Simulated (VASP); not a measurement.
# SiGe3 in VASP: single point with PBE

Aim: the single point of SiGe3 with PBE.

Everything below comes from runs of VASP 6.6.1. Logs are shortened: lines on timing, memory, paths and dates and some standing lists are left out, and cuts for length are marked.

### 1 The cell of the first run

The typed cell holds 8 atoms: a = 3.999 Å, b = 6.601 Å, c = 6.926 Å, α = 90.00°, β = 90.00°, γ = 90.00°.

### 2 Single point, PBE

The input, INCAR:

```
ALGO = Fast
EDIFF = 1E-6
ENCUT = 520
GGA = PE
ISIF = 2
ISMEAR = 0
LASPH = True
LCHARG = True
LELF = True
LREAL = False
LVHAR = True
LWAVE = False
NBANDS = 56
NELM = 80
PREC = Accurate
SIGMA = 0.1
```

The input, KPOINTS:

```
k-points
0
Gamma
  10 6 6
```

The input, POSCAR:

```
SiGe3
1.0
    1.9997383408      3.4636484081      0.0000000000
    0.0000323389     -0.0000186709      6.6007377565
    5.9984120124     -3.4631847901      0.0000391983
Ge Si
6 2
Direct
    0.5000000000      0.0632398661      0.1666706464
    1.0000000000      0.0632398661      0.6666706464
    0.5000000000      0.4422128449      0.1666768878
    1.0000000000      0.4422128449      0.6666768878
    0.5000000000      0.9320776184      0.8333234992
    1.0000000000      0.9320776184      0.3333234992
    0.5000000000      0.5624696707      0.8333289666
    1.0000000000      0.5624696707      0.3333289666
```

Potentials or basis: VASP PAW PBE potentials, release 64 (Ge_d, Si).

Run with:

```sh
cat potpaw_PBE.64/Ge_d/POTCAR potpaw_PBE.64/Si/POTCAR > POTCAR
mpirun -np 1 vasp_std > vasp.out
```

OUTCAR:

```text
EDIFF = 1E-6
   ENCUT = 520
   GGA = PE
   ISIF = 2
   ISMEAR = 0
   LASPH = True
   LREAL = False
   NELM = 80
   PREC = Accurate

 ion  position               nearest neighbor table
   1  0.500  0.063  0.167-   5 2.47   6 2.47   6 2.47   3 2.50
   2  0.000  0.063  0.667-   6 2.47   5 2.47   5 2.47   4 2.50
   3  0.500  0.442  0.167-   7 2.44   8 2.44   8 2.44   1 2.50
   4  0.000  0.442  0.667-   8 2.44   7 2.44   7 2.44   2 2.50
   5  0.500  0.932  0.833-   7 2.44   1 2.47   2 2.47   2 2.47
   6  0.000  0.932  0.333-   8 2.44   2 2.47   1 2.47   1 2.47
   7  0.500  0.562  0.833-   5 2.44   3 2.44   4 2.44   4 2.44
   8  0.000  0.562  0.333-   6 2.44   4 2.44   3 2.44   3 2.44
[... 9 lines left out ...]
 A1 = (   0.0000323389,  -0.0000186709,   6.6007377565)
 A2 = (   1.9997383408,   3.4636484081,   0.0000000000)
 A3 = (  -5.9984120124,   3.4631847901,  -0.0000391983)

Analysis of symmetry for initial positions (statically):
=====================================================================
 Subroutine PRICEL returns following result:

  LATTYP: Found a simple monoclinic cell.
 ALAT       =     3.9990751834
 B/A-ratio  =     1.6505660569
 C/A-ratio  =     1.0001003978
 COS(beta)  =    -0.5000501989

  Lattice vectors:

 A1 = (   3.9990751766,   0.0002318090,   0.0000195992)
 A2 = (   0.0000323389,  -0.0000186709,   6.6007377565)
 A3 = (  -1.9997383408,  -3.4636484081,  -0.0000000000)

   2 primitive cells build up your supercell.

 Routine SETGRP: Setting up the symmetry group for a
 simple monoclinic supercell.

 Subroutine GETGRP returns: Found  2 space group operations
 (whereof  2 operations were pure point group operations)
 out of a pool of  4 trial point group operations.

The static configuration has the point symmetry C_1h.

Analysis of symmetry for dynamics (positions and initial velocities):
=====================================================================
 Subroutine PRICEL returns following result:

  LATTYP: Found a simple monoclinic cell.
 ALAT       =     3.9990751834
 B/A-ratio  =     1.6505660569
 C/A-ratio  =     1.0001003978
 COS(beta)  =    -0.5000501989

  Lattice vectors:

 A1 = (   3.9990751766,   0.0002318090,   0.0000195992)
 A2 = (   0.0000323389,  -0.0000186709,   6.6007377565)
 A3 = (  -1.9997383408,  -3.4636484081,  -0.0000000000)

   2 primitive cells build up your supercell.
[... 115 lines left out ...]
   NSW    =      0    number of steps for IOM
   IBRION =     -1    ionic relax: 0-MD 1-quasi-New 2-CG
   NFREE  =      0    steps in history (QN), initial steepest desc. (CG)
   ISIF   =      2    stress and relaxation
   ISYM   =      2    0-nonsym 1-usesym 2-fastsym
   POTIM  = 0.5000    time-step for ionic-motion
   TEBEG  =    0.0;   TEEND  =   0.0 temperature during run
   PSTRESS=    0.0 pullay stress
   NELECT =      92.0000    total number of electrons
   NUPDOWN=      -1.0000    fix difference up-down
   EMIN   =  10.00;   EMAX   =-10.00  energy-range for DOS
   EFERMI =   0.00;   METHOD = LEGACY
   ISMEAR =     0;   SIGMA  =   0.10  broadening in eV -4-tet -1-fermi 0-gaus
   EFERMI_NEDOS =   21; number of points for ismear=-14 and -15
   IALGO  =     68    algorithm
   IMIX   =      4    mixing-type and parameters
     AMIX     =   0.40;   BMIX     =  1.00
     AMIX_MAG =   1.60;   BMIX_MAG =  1.00
  volume/ion in A,a.u.               =      22.86       154.24
  Fermi-wavevector in a.u.,A,eV,Ry     =   1.302078  2.460571 23.067415  1.695407
  Thomas-Fermi vector in A             =   2.433170
   LORBIT       =      0    0 simple, 1 ext, 2 COOP (PROOUT), +10 PAW based schemes
   GGA     = PE    functional components
   LHFCALC =     F    Hartree Fock is set to
   AEXX    =    0.0000 exact exchange contribution
   IVDW    =     0    specifies the selected vdW correction
   LEPSILON=     F    determine dielectric tensor
   LRPA    =     F    only Hartree local field effects (RPA)
 non-spin polarized calculation
 RMM-DIIS sequential band-by-band and
 Gauss-broadening in eV      SIGMA  =   0.10
  energy-cutoff  :      520.00
  volume of cell :      182.85
 maximum number of plane-waves:      4958
 NGX is ok and might be reduce to    30
   NGX = 15   NGY = 25   NGZ = 25

 number of electron      91.9999982 magnetization

 Free energy of the ion-electron system (eV)
  ---------------------------------------------------
  ext. energy  EPLUGINS =         0.00000000
  ---------------------------------------------------
  free energy    TOTEN  =       -37.69835251 eV

  energy without entropy =      -37.69772968  energy(sigma->0) =      -37.69804110

 E-fermi :   5.0130     XC(G=0):  -9.6302

 val. band max:        5.0102814934   @ k =   0.0000   0.0000   0.0000
 cond. band min:       5.1045518574   @ k =  -0.0000   0.1667   0.0000
 fundamental gap:      0.0942703639
 Fermi energy:         5.0130238055

 k-point     1 :       0.0000    0.0000    0.0000
  band No.  band energies     occupation
      1     -19.8303      2.00000
      2     -19.8280      2.00000
      3     -19.8172      2.00000
      4     -19.8171      2.00000
      5     -19.8150      2.00000
      6     -19.7836      2.00000
[... 1405 lines left out ...]
     55       9.4681      0.00000
     56       9.5417      0.00000

 [... further k-points ...]

------------------------ aborting loop because EDIFF is reached ----------------------------------------

  FORCE on cell =-STRESS in cart. coord.  units (eV):
  Direction    XX          YY          ZZ          XY          YZ          ZX
  --------------------------------------------------------------------------------------
  -------------------------------------------------------------------------------------
  Total       -0.1402263     -0.1441498     -0.1294821     -0.0033978      0.0000314     -0.0000543
  in kB       -1.2286800     -1.2630578     -1.1345381     -0.0297721      0.0002748     -0.0004761
  external PRESSURE =      -1.2087586 kB  Pullay stress =       0.0000000 kB

 VOLUME and BASIS-vectors are now :
 -----------------------------------------------------------------------------
  energy-cutoff  :      520.00
  volume of cell :      182.85
      direct lattice vectors                 reciprocal lattice vectors
     1.999738341  3.463648408  0.000000000     0.125016356  0.216534680  0.000000000
     0.000032339 -0.000018671  6.600737757    -0.000000743  0.000000429  0.151498217
     5.998412012 -3.463184790  0.000039198     0.125033092 -0.072187889 -0.000000817

 POSITION                                       TOTAL-FORCE (eV/Angst)
 -----------------------------------------------------------------------------------
      1.99963      1.15461      0.41744         0.000042     -0.000024     -0.003558
      3.99897     -2.30880      0.41746         0.000042     -0.000024     -0.003558
      1.99968      1.15458      2.91894         0.000071     -0.000041      0.001262
      3.99902     -2.30883      2.91896         0.000071     -0.000041      0.001262
      5.99852     -1.15415      6.15243        -0.000080      0.000046     -0.004115
      1.99944     -1.15438      6.15241        -0.000080      0.000046     -0.004115
      5.99854     -1.15416      3.71275        -0.000034      0.000019      0.006412
      1.99946     -1.15439      3.71273        -0.000034      0.000019      0.006412
 -----------------------------------------------------------------------------------
    total drift:                                0.000203     -0.000117     -0.003118

  FREE ENERGIE OF THE ION-ELECTRON SYSTEM (eV)
  ---------------------------------------------------
  free  energy   TOTEN  =       -37.6983525149 eV

  energy  without entropy=      -37.6977296752  energy(sigma->0) =      -37.69804110
```

It took 22 min on 1 thread of Oxide Virtual Turin-like, shared host; peak memory 0.84 GiB.

Results:

```yaml
Free_energy: -37.6984 eV
Pressure: -0.1 GPa
Largest_force: 0.006 eV/Å
Band_gap_on_the_k_mesh: zero (filled and empty bands touch)
```

Forces in eV/Å, atoms in the order of the input:
```
Ge   0.000  0.000 -0.004
Ge   0.000  0.000 -0.004
Ge   0.000  0.000  0.001
Ge   0.000  0.000  0.001
Ge   0.000  0.000 -0.004
Ge   0.000  0.000 -0.004
Si   0.000  0.000  0.006
Si   0.000  0.000  0.006
```

Levels at points of the mesh, in eV from the Fermi level:
| k point | band 44 | band 45 | band 46 | band 47 | band 48 | band 49 |
| --- | --- | --- | --- | --- | --- | --- |
| (0.00, 0.00, 0.00) | -0.35 | -0.07 | 0.00 | 0.00 | 0.44 | 0.45 |
| (0.50, 0.00, 0.00) | -2.71 | -2.56 | -2.56 | 1.77 | 1.77 | 3.37 |
| (0.00, 0.50, 0.00) | -1.16 | -0.77 | -0.77 | 0.34 | 0.68 | 0.70 |
| (0.50, 0.50, 0.00) | -2.40 | -2.23 | -2.23 | 1.25 | 1.25 | 1.71 |
| (0.00, 0.00, 0.50) | -1.40 | -0.90 | -0.90 | 0.89 | 0.89 | 1.84 |
| (0.50, 0.00, 0.50) | -2.85 | -1.50 | -1.50 | 0.44 | 0.44 | 1.67 |
| (0.00, 0.50, 0.50) | -2.02 | -1.69 | -1.69 | 1.11 | 1.11 | 1.43 |
| (0.50, 0.50, 0.50) | -2.45 | -2.31 | -2.31 | 0.34 | 0.34 | 0.68 |

Caveat: semilocal functionals underestimate gaps, and a narrow one can read as zero.

The gap in the log of VASP goes by the Fermi energy; the results here count the filled bands.